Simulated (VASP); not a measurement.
Crystal: GeCl3.

```xyz
4
Lattice="5.0401 0.0000 0.0000 0.0000 5.0401 0.0000 0.0000 0.0000 4.8290" Properties=species:S:1:pos:R:3 pbc="T T T"
Ge    2.5201    2.5201    0.0000
Cl    0.0000    2.5201    0.0000
Cl    2.5201    0.0000    0.0000
Cl    0.0000    0.0000    0.0000
```

The cell was generated, and may not be a known phase.

- Program: VASP 6.6.1
- Task: relaxation of cell and atoms
- Functional: PBE
- Potentials or basis: VASP PAW PBE potentials, release 64 (Ge_d, Cl)
- Cutoff: 600 eV
- k mesh: 4 × 4 × 4
- Occupations: gaussian, width 0.1 eV
- Spin: no spin polarisation

At the start: pressure 8.6 GPa; volume 30.67 Å³/atom.

Q: How do energy, volume and symmetry change on relaxing?

A: Over 3 steps the energy falls by 178.1 meV/atom and the volume is 35.72 Å³/atom (+16.5 %); space group P4/mmm (No. 123, to 0.1 Å) before and after.

The path:
| step | energy change (eV) | largest force (eV/Å) | pressure (GPa) | volume (Å³) |
| --- | --- | --- | --- | --- |
| 1 | 0.0000 | 0.0000 | 8.56 | 122.67 |
| 2 | -0.6021 | 0.0000 | -2.10 | 153.43 |
| 3 | -0.7125 | 0.0000 | 0.03 | 142.89 |

Final structure:
```
Ge Cl
1.0
     5.44485    0.00000    0.00000
     0.00000    5.44485    0.00000
     0.00000    0.00000    4.81990
Ge Cl
1 3
Cartesian
  2.7224 2.7224 0.0000
  0.0000 2.7224 0.0000
  2.7224 0.0000 0.0000
  0.0000 0.0000 0.0000
```

Caveat: the volume moved by over 15 % at a fixed basis, so the end points are rough; an odd number of electrons without spin polarisation forces a metal; a magnetic or distorted state may lie lower.
